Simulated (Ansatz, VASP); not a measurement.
## One calculation of SiO2, two programs

Contents of INCAR:

```
ALGO     = Normal         # electronic algorithm
EDIFF    = 1E-6           # SCF threshold, eV
ENCUT    = 520            # plane-wave cutoff, eV
GGA      = PS             # functional
ISIF     = 2              # what is computed and relaxed
ISMEAR   = -1             # smearing method
LASPH    = T              # aspherical terms in the spheres
LCHARG   = T              # write CHGCAR
LELF     = T              # ELF
LREAL    = F              # projectors in reciprocal space
LVHAR    = T            
LWAVE    = F              # write WAVECAR
NBANDS   = 25             # bands
NELM     = 60             # most SCF steps
PREC     = Accurate       # precision mode
SIGMA    = 0.03           # smearing width, eV
```

File KPOINTS:

```
k-points
0
Gamma
  7 7 7
```

File POSCAR:

```
SiO2
1.0
   -2.3740500000      2.3740500000      3.8188800000
    2.3740500000     -2.3740500000      3.8188800000
    2.3740500000      2.3740500000     -3.8188800000
Si O
2 4
Direct
    0.0000000000      0.0000000000      0.0000000000
    0.7500000000      0.2500000000      0.5000000000
    0.9983800000      0.6250000000      0.8733800000
    0.3750000000      0.2483800000      0.3733800000
    0.7516200000      0.1250000000      0.1266200000
    0.8750000000      0.0016200000      0.6266200000
```

Input for Ansatz:

```yaml
crystal:
  lattice:
    - [-2.37405, 2.37405, 3.81888]
    - [2.37405, -2.37405, 3.81888]
    - [2.37405, 2.37405, -3.81888]
  atoms:
    - { symbol: Si, position: [0.0, 0.0, 0.0] }
    - { symbol: Si, position: [0.75, 0.25, 0.5] }
    - { symbol: O, position: [0.99838, 0.625, 0.87338] }
    - { symbol: O, position: [0.375, 0.24838, 0.37338] }
    - { symbol: O, position: [0.75162, 0.125, 0.12662] }
    - { symbol: O, position: [0.875, 0.00162, 0.62662] }
kpoints:
  mp_grid: { grid: [7, 7, 7] }
  band_path:
    path:
      - [0.0, 0.0, 0.0]
      - [0.0, 0.0, 0.5]
      - [0.25, 0.25, 0.25]
      - [0.0, 0.5, 0.0]
      - [0.0, 0.0, 0.0]
      - [0.5, 0.5, -0.5]
      - [0.3466157007, 0.6533842993, -0.3466157007]
      - [-0.3466157007, 0.3466157007, 0.3466157007]
      - [0.0, 0.0, 0.0]
    npoints: 5
scf:
  occupations: { method: fermi_dirac, width: 0.03 }
hamiltonian:
  xc: pbesol
  pseudopotentials: { kind: all_electron, lapw: { basis_error: 0.001 } }
output:
  forces: true
  stress: true
  eigenvalues: true
```

Change from the starting cell: zz strain of +2 %.

Alike in both runs: task single point; functional PBEsol; k mesh 7 × 7 × 7; occupations fermi-dirac, width 0.03 eV; no spin polarisation.

|  | VASP | Ansatz |
| --- | --- | --- |
| version | VASP 6.6.1 | Ansatz 0.2.0 |
| potentials or method | VASP PAW PBE potentials, release 64 (Si, O), cutoff 520 eV | all-electron LAPW, scalar-relativistic |

```tsv
	VASP	Ansatz	Ansatz less VASP
gap on the k mesh at the Fermi level (eV)	5.80	5.81	+0.011
pressure (GPa)	-1.8	-2.4	-0.58
traceless stress, the component that is largest in VASP (GPa)	-2.18	-2.27	-0.092
rms of the force components (eV/Å)	0.094	0.110	+0.0162
```

VASP's potentials were made for PBE, not for PBEsol. Atom by atom the forces differ by 0.016 eV/Å (rms over components). Ansatz ran all-electron here, and VASP with PAW potentials.
